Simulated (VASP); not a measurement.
# Ir (P6_3/mmc) in VASP: notebook, part 2 of 2

VASP 6.6.1. Earlier steps stand in the parts before.

## (3) Relaxation of cell and atoms, LDA, non-collinear spin, zero start, spin-orbit coupling

Contents of INCAR:

```
SYSTEM = Ir
PREC     = Accurate       ! precision mode
ENCUT    = 600            ! plane-wave cutoff, eV
EDIFF    = 1E-7           ! SCF threshold, eV
ISMEAR   = -1             ! smearing method
SIGMA    = 0.05           ! smearing width, eV
LREAL    = .FALSE.        ! projectors in reciprocal space
LASPH    = .TRUE.         ! aspherical terms in the spheres
NELM     = 150            ! most SCF steps
ALGO     = Normal         ! electronic algorithm
ISIF     = 3              ! what is computed and relaxed
LWAVE    = .FALSE.        ! write WAVECAR
LCHARG   = .FALSE.        ! write CHGCAR
MAGMOM   = 0 0 0 0 0 0    ! initial moments
LORBIT   = 11             ! projections on sites
LSORBIT  = .TRUE.         ! spin-orbit coupling
GGA_COMPAT= .FALSE.      
LORBMOM  = .TRUE.       
LMAXMIX  = 4              ! l up to which the mixer works
IBRION   = 2              ! ionic algorithm
NSW      = 80             ! ionic steps
EDIFFG   = -0.01          ! ionic threshold
```

Contents of KPOINTS:

```
regular mesh
0
G
  8 8 5
  0 0 0
```

Contents of POSCAR:

```
Ir
1.0
    2.7513778946      0.0000000000      0.0000000000
   -1.3756889473      2.3827631521      0.0000000000
    0.0000000000      0.0000000000      4.4622900000
Ir
2
Direct
    0.3333333333      0.6666666667      0.2500000000
    0.6666666667      0.3333333333      0.7500000000
```

Potentials or basis: VASP PAW LDA potentials, release 64 (Ir).

Launch:

```console
$ cat potpaw_LDA.64/Ir/POTCAR > POTCAR
$ mpirun -np 1 vasp_ncl > vasp.out
```

OUTCAR:

```text
SYSTEM = Ir
   PREC = Accurate
   ENCUT = 600
   EDIFF = 1E-7
   ISMEAR = -1
   LREAL = .FALSE.
   LASPH = .TRUE.
   NELM = 150
   ISIF = 3
   LORBIT = 11
   LSORBIT = .TRUE.
   IBRION = 2
   NSW = 80
   EDIFFG = -0.01

 ion  position               nearest neighbor table
   1  0.333  0.667  0.250-   2 2.74   2 2.74   2 2.74   2 2.74   2 2.74   2 2.74
   2  0.667  0.333  0.750-   1 2.74   1 2.74   1 2.74   1 2.74   1 2.74   1 2.74

  LATTYP: Found a hexagonal cell.
 ALAT       =     2.7513778946
 C/A-ratio  =     1.6218382828

  Lattice vectors:

 A1 = (   2.7513778946,   0.0000000000,   0.0000000000)
 A2 = (  -1.3756889473,   2.3827631521,   0.0000000000)
 A3 = (   0.0000000000,   0.0000000000,   4.4622900000)

Analysis of symmetry for initial positions (statically):
=====================================================================
 Subroutine PRICEL returns:
 Original cell was already a primitive cell.

 Routine SETGRP: Setting up the symmetry group for a
 hexagonal supercell.

 Subroutine GETGRP returns: Found 24 space group operations
 (whereof 12 operations were pure point group operations)
 out of a pool of 24 trial point group operations.

The static configuration has the point symmetry D_3d.
 The point group associated with its full space group is D_6h.

Analysis of symmetry for dynamics (positions and initial velocities):
=====================================================================
 Subroutine PRICEL returns:
 Original cell was already a primitive cell.

 Routine SETGRP: Setting up the symmetry group for a
 hexagonal supercell.

 Subroutine GETGRP returns: Found 24 space group operations
 (whereof 12 operations were pure point group operations)
 out of a pool of 24 trial point group operations.

The dynamic configuration has the point symmetry D_3d.
 The point group associated with its full space group is D_6h.

Analysis of structural, dynamic, and magnetic symmetry:
=====================================================================
 Subroutine PRICEL returns:
 Original cell was already a primitive cell.
[... 1788 lines left out ...]
  1         0.000  -0.000  -0.000
  2         0.000  -0.000  -0.000
 ----------------------------------------
            0.000  -0.000  -0.000

 orbital moment (z)

 # of ion     p       d       tot
 ----------------------------------------
  1        -0.000   0.000  -0.000
  2         0.000  -0.000  -0.000
 ----------------------------------------
           -0.000  -0.000  -0.000

 Spin-Orbit-Coupling matrix elements

 Ion:    1  E_soc:     -0.7967287
 l=   1
     0.0000000    -0.0401362    -0.0408741
    -0.0401362     0.0000000    -0.0401362
    -0.0408741    -0.0401362     0.0000000
 l=   2
     0.0000000    -0.0194741     0.0000000    -0.0194741    -0.0741869
    -0.0194741     0.0000000    -0.0524250    -0.0202845    -0.0194741
     0.0000000    -0.0524250     0.0000000    -0.0524250     0.0000000
    -0.0194741    -0.0202845    -0.0524250     0.0000000    -0.0194741
    -0.0741869    -0.0194741     0.0000000    -0.0194741     0.0000000
 l=   3
     0.0000000     0.0000000     0.0000000     0.0000000     0.0000000     0.0000000     0.0000000
     0.0000000     0.0000000     0.0000000     0.0000000     0.0000000     0.0000000     0.0000000
     0.0000000     0.0000000     0.0000000     0.0000000     0.0000000     0.0000000     0.0000000
     0.0000000     0.0000000     0.0000000     0.0000000     0.0000000     0.0000000     0.0000000
     0.0000000     0.0000000     0.0000000     0.0000000     0.0000000     0.0000000     0.0000000
     0.0000000     0.0000000     0.0000000     0.0000000     0.0000000     0.0000000     0.0000000
     0.0000000     0.0000000     0.0000000     0.0000000     0.0000000     0.0000000     0.0000000

 Ion:    2  E_soc:     -0.7967287
 l=   1
     0.0000000    -0.0401362    -0.0408741
    -0.0401362     0.0000000    -0.0401362
    -0.0408741    -0.0401362     0.0000000
 l=   2
     0.0000000    -0.0194741     0.0000000    -0.0194741    -0.0741869
    -0.0194741     0.0000000    -0.0524250    -0.0202845    -0.0194741
     0.0000000    -0.0524250     0.0000000    -0.0524250     0.0000000
    -0.0194741    -0.0202845    -0.0524250     0.0000000    -0.0194741
    -0.0741869    -0.0194741     0.0000000    -0.0194741     0.0000000
 l=   3
     0.0000000     0.0000000     0.0000000     0.0000000     0.0000000     0.0000000     0.0000000
     0.0000000     0.0000000     0.0000000     0.0000000     0.0000000     0.0000000     0.0000000
     0.0000000     0.0000000     0.0000000     0.0000000     0.0000000     0.0000000     0.0000000
     0.0000000     0.0000000     0.0000000     0.0000000     0.0000000     0.0000000     0.0000000
     0.0000000     0.0000000     0.0000000     0.0000000     0.0000000     0.0000000     0.0000000
     0.0000000     0.0000000     0.0000000     0.0000000     0.0000000     0.0000000     0.0000000
     0.0000000     0.0000000     0.0000000     0.0000000     0.0000000     0.0000000     0.0000000

 total charge

# of ion       s       p       d       tot
------------------------------------------
    1        0.676   0.761   7.008   8.445
    2        0.676   0.761   7.008   8.445
--------------------------------------------------
tot          1.352   1.521  14.017  16.890

 magnetization (x)

# of ion       s       p       d       tot
------------------------------------------
    1        0.000   0.000  -0.000  -0.000
    2        0.000   0.000   0.000   0.000
--------------------------------------------------
tot          0.000   0.000   0.000   0.000

 magnetization (y)

# of ion       s       p       d       tot
------------------------------------------
    1       -0.000   0.000   0.000   0.000
    2       -0.000  -0.000  -0.000  -0.000
--------------------------------------------------
tot         -0.000   0.000   0.000  -0.000

 magnetization (z)

# of ion       s       p       d       tot
------------------------------------------
    1        0.000   0.000   0.000   0.000
    2        0.000   0.000   0.000   0.000
--------------------------------------------------
tot          0.000   0.000   0.000   0.000
```

Run time: 2.6 min. Hardware: 1 thread of Intel Xeon Platinum 8375C at 2.90GHz (Ice Lake), shared host; peak memory 0.23 GiB.

Results:

- Free energy: -21.2138 eV
- Relaxed volume: 14.06 Å³/atom
- Relaxed cell: a = 2.715 Å, b = 2.715 Å, c = 4.403 Å, α = 90.00°, β = 90.00°, γ = 120.00°
- Space group after relaxing (to 0.1 Å): P6_3/mmc (No. 194)
- Energy gained by relaxing: 25.6 meV/atom
- Ionic steps: 5
- Pressure after relaxing: 0.1 GPa
- Net moment: 0.00 μB per cell
- Valence electrons inside the program's atomic spheres: Ir 8.45

Step by step:
| step | energy change (eV) | largest force (eV/Å) | pressure (GPa) | volume (Å³) |
| --- | --- | --- | --- | --- |
| 1 | 0.0000 | 0.0000 | -13.85 | 29.25 |
| 2 | 0.8326 | 0.0000 | 84.45 | 24.22 |
| 3 | -0.0509 | 0.0000 | -1.00 | 28.19 |
| 4 | -0.0511 | 0.0000 | -0.24 | 28.13 |
| 5 | -0.0512 | 0.0000 | 0.07 | 28.11 |

Final structure:
```
Ir
1.0
     2.71525    0.00000    0.00000
    -1.35762    2.35147    0.00000
     0.00000    0.00000    4.40295
Ir
2
Direct
  0.33333 0.66667 0.25000
  0.66667 0.33333 0.75000
```

Moments on the atoms (μB; x, y, z):
```
Ir  0.00 0.00 0.00
Ir  0.00 0.00 0.00
```

## (4) Single point, LDA

Contents of INCAR:

```
SYSTEM = Ir
  PREC = Accurate
  ENCUT = 560
  EDIFF = 1E-6
  ISMEAR = -1
  SIGMA = 0.05
  LREAL = .False.
  LASPH = .True.
  NELM = 120
  ALGO = Normal
  ISIF = 2
  LWAVE = .False.
  LCHARG = .False.
  GGA = CA
  NBANDS = 24
  GGA_COMPAT = .False.
```

Contents of KPOINTS:

```
regular mesh
0
Gamma
  8 8 5
  0 0 0
```

POSCAR is that of step 3.

Potentials or basis: VASP PAW LDA potentials, release 64 (Ir_sv_GW).

Launch:

```console
$ cat potpaw_LDA.64/Ir_sv_GW/POTCAR > POTCAR
$ mpirun -np 1 vasp_std > vasp.out
```

Wall time 27 s (1 thread of AMD EPYC 7R43 (Zen 3), shared host); peak memory 0.12 GiB.

Results (log left out):

```yaml
Free_energy: -21.5102 eV
Pressure: -17.5 GPa
Band_gap_on_the_k_mesh: zero (bands 17 and 18 overlap by 3.06 eV)
```

Stress tensor (GPa, compression positive):
```
-16.90   0.00   0.00
  0.00 -16.90   0.00
  0.00   0.00 -18.60
```

Levels at points of the mesh, in eV from the Fermi level:
```
           k point  band 14  band 15  band 16  band 17  band 18  band 19  band 20  band 21
(0.00, 0.00, 0.00)    -3.03    -3.03    -2.25    -2.25    -0.67     0.29     0.29     6.79
(0.50, 0.00, 0.00)    -3.27    -2.84     0.70     0.96     1.10     2.88     4.29     7.99
```

Caveat: the cell stands under tension; spin-orbit coupling is left out, which moves the levels of the heavy elements.

## (5) Single point, LDA

This run uses another cell than the first one, of 13.91 Å³/atom.

Contents of INCAR:

```
ALGO     = Normal         # electronic algorithm
EDIFF    = 1E-6           # SCF threshold, eV
ENCUT    = 560            # plane-wave cutoff, eV
GGA      = CA             # functional
GGA_COMPAT= False        
ISIF     = 2              # what is computed and relaxed
ISMEAR   = -1             # smearing method
LASPH    = True           # aspherical terms in the spheres
LCHARG   = False          # write CHGCAR
LREAL    = False          # projectors in reciprocal space
LWAVE    = False          # write WAVECAR
NBANDS   = 24             # bands
NELM     = 120            # most SCF steps
PREC     = Accurate       # precision mode
SIGMA    = 0.05           # smearing width, eV
```

Contents of KPOINTS:

```
k-points
0
Gamma
  11 11 6
```

Contents of POSCAR:

```
Ir
1.0
    2.7058918376      0.0000000000      0.0000000000
   -1.3529459188      2.3433710712      0.0000000000
    0.0000000000      0.0000000000      4.3864229126
Ir
2
Direct
    0.3333333333      0.6666666667      0.2500000000
    0.6666666667      0.3333333333      0.7500000000
```

Launch:

```console
$ cat potpaw_LDA.64/Ir_sv_GW/POTCAR > POTCAR
$ mpirun -np 1 vasp_std > vasp.out
```

Run time: 16 s. Hardware: 1 thread of Intel Xeon 6975P-C (Granite Rapids), shared host; peak memory 0.17 GiB.

It converged, with:

```
Free energy            : -21.6370 eV
Pressure               : -0.3 GPa
Band gap on the k mesh : zero (bands 17 and 18 overlap by 3.35 eV)
```

Levels at points of the mesh, in eV from the Fermi level:
```
           k point  band 13  band 14  band 15  band 16  band 17  band 18  band 19  band 20  band 21  band 22
(0.00, 0.00, 0.00)    -3.96    -3.28    -3.28    -2.46    -2.46    -0.79     0.29     0.29     7.28    13.69
(0.00, 0.00, 0.50)    -4.08    -4.08    -4.08    -4.08    -0.47    -0.47    -0.47    -0.47    13.20    13.20
```

Caveat: spin-orbit coupling is left out, which moves the levels of the heavy elements.

## (6) Summary

| task | potentials or basis | spin | cell | k mesh | cutoff (eV) | gap on the mesh (eV) | pressure (GPa) | moment (μB) |
| --- | --- | --- | --- | --- | --- | --- | --- | --- |
| single point | VASP PAW LDA potentials, release 64 (Ir) | non-collinear, zero start, SOC | a = 2.751, b = 2.751, c = 4.462 Å, angles 90.0, 90.0, 120.0°, 2 atoms | 8 × 8 × 5 | 520 | - | -13.9 | 0.00 |
| relaxation of cell and atoms | VASP PAW LDA potentials, release 64 (Ir) | non-collinear, zero start, SOC | relaxed from a = 2.751, b = 2.751, c = 4.462 Å, angles 90.0, 90.0, 120.0°, 2 atoms | 8 × 8 × 5 | 600 | - | 0.1 | 0.00 |
| single point | VASP PAW LDA potentials, release 64 (Ir_sv_GW) | off | a = 2.751, b = 2.751, c = 4.462 Å, angles 90.0, 90.0, 120.0°, 2 atoms | 8 × 8 × 5 | 560 | none | -17.5 | - |
| single point | VASP PAW LDA potentials, release 64 (Ir_sv_GW) | off | a = 2.706, b = 2.706, c = 4.386 Å, angles 90.0, 90.0, 120.0°, 2 atoms | 11 × 11 × 6 | 560 | none | -0.3 | - |

Alike in all rows: level LDA; smearing fermi-dirac 0.05 eV.

Caveats: the cell stands under tension (at least some runs); spin-orbit coupling is left out, which moves the levels of the heavy elements (at least some runs).

Total energies depend on the potentials used, so only differences within one code and one set of settings carry meaning.
